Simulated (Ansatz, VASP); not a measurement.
**Two plane-wave programs on Tl2Cu2GeTe**

File INCAR:

```
SYSTEM = Tl2Cu2GeTe
PREC = Accurate
ENCUT = 600
EDIFF = 1E-6
ISMEAR = 0
SIGMA = 0.2
LREAL = .False.
LASPH = .True.
NELM = 80
ALGO = Fast
ISIF = 3
LWAVE = .False.
LCHARG = .False.
GGA = PE
IBRION = 2
NSW = 36
EDIFFG = -0.08
```

KPOINTS

```
Automatic mesh
0
Gamma
  4 4 4
  0 0 0
```

POSCAR

```
Tl2Cu2GeTe
1.0
    2.9237160900      1.6880082700      5.8845062800
   -2.9237160900      1.6880082700      5.8845062800
    0.0000000000     -3.3760165400      5.8845062800
Tl Cu Ge Te
2 2 1 1
Direct
    0.1823051200      0.1823051200      0.1823051200
    0.8176948800      0.8176948800      0.8176948800
    0.6679993100      0.6679993100      0.6679993100
    0.3320006900      0.3320006900      0.3320006900
    0.0000000000      0.0000000000      0.0000000000
    0.5000000000      0.5000000000      0.5000000000
```

Input for Ansatz:

```yaml
crystal:
  lattice:
    - [2.92371609, 1.68800827, 5.88450628]
    - [-2.92371609, 1.68800827, 5.88450628]
    - [0.0, -3.37601654, 5.88450628]
  atoms:
    - { symbol: Tl, position: [0.18230512, 0.18230512, 0.18230512] }
    - { symbol: Tl, position: [0.81769488, 0.81769488, 0.81769488] }
    - { symbol: Cu, position: [0.66799931, 0.66799931, 0.66799931] }
    - { symbol: Cu, position: [0.33200069, 0.33200069, 0.33200069] }
    - { symbol: Ge, position: [0.0, 0.0, 0.0] }
    - { symbol: Te, position: [0.5, 0.5, 0.5] }
basis:
  ecutwfc: 420
kpoints:
  mp_grid: { grid: [4, 4, 4] }
hamiltonian:
  xc: pbe
scf:
  occupations: { method: gaussian, width: 0.2 }
  lower_state_search: "off"
output:
  forces: true
  stress: true
  eigenvalues: true
relax:
  adjacent_minimum: "off"
  f_tol: 0.08
  max_steps: 16
  cell: { stress_tol: 0.8 }
```

Alike in both runs: task relaxation of cell and atoms; functional PBE; k mesh 4 × 4 × 4; occupations gaussian, width 0.2 eV; no spin polarisation.

```csv
,VASP,Ansatz
version,VASP 6.6.1,Ansatz 0.2.0
potentials or method,"VASP PAW PBE potentials, release 64 (Tl_d, Cu, Ge_d, Te), cutoff 600 eV","scalar-relativistic, plane waves, PAW"
valence electrons in the cell,68,94
```

|  | VASP | Ansatz | Ansatz less VASP |
| --- | --- | --- | --- |
| gap on the k mesh at the Fermi level, each at its own relaxed structure (eV) | none | none | - |
| relaxed volume (Å³/atom) | 24.02 | 24.08 | +0.060 |
| relaxed cell length with the largest relative difference (Å) | 6.417 | 6.400 | -0.0169 |

A gap of «none» marks a metal or a gap that the smearing closes. VASP's potentials hold 68 valence electrons a cell and Ansatz's 94, so a difference there can come from the potentials and not from the codes.

Neither program's run includes spin-orbit coupling. Noted on VASP's run: the volume moved by over 15 % at a fixed basis, so the end points are rough.
